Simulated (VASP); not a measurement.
AgBr: single point with LDA

AgBr:

```
Ag Br
1.0
     0.00000    2.88605    2.88605
     2.88605    0.00000    2.88605
     2.88605    2.88605    0.00000
Ag Br
1 1
Cartesian
  2.8861 2.8861 2.8861
  0.0000 0.0000 0.0000
```

| Item | Value |
| --- | --- |
| Program | VASP 6.6.1 |
| Task | single point |
| Functional | LDA |
| Potentials or basis | VASP PAW LDA potentials, release 64 (Ag, Br) |
| Cutoff | 500 eV |
| k mesh | 12 × 12 × 12 |
| Occupations | gaussian, width 0.03 eV |
| Spin | no spin polarisation |
| Dipole correction | no |
| Further INCAR settings | ALGO = Normal; EDIFF = 1e-06; NBANDS = 16 |

```json
{
 "Pressure": "-4.8 GPa",
 "Band gap on the k mesh": "0.41 eV, indirect (least direct gap 2.28 eV)"
}
```

Levels at points of the mesh, in eV from the valence-band top:
| k point | band 7 | band 8 | band 9 | band 10 | band 11 | band 12 |
| --- | --- | --- | --- | --- | --- | --- |
| (0.00, 0.00, 0.00) | -1.87 | -1.87 | -1.87 | 0.41 | 9.83 | 9.83 |
| (0.50, 0.00, 0.00) | -2.15 | 0.00 | 0.00 | 3.54 | 6.31 | 6.61 |
| (0.50, 0.50, 0.00) | -2.39 | -2.39 | -2.31 | 1.40 | 6.95 | 8.77 |

Run time: 30 s on 1 thread of Intel(R) Xeon(R) Platinum 8488C (Sapphire Rapids) (shared host), peak memory 0.18 GiB.

A k mesh can miss the band edges.
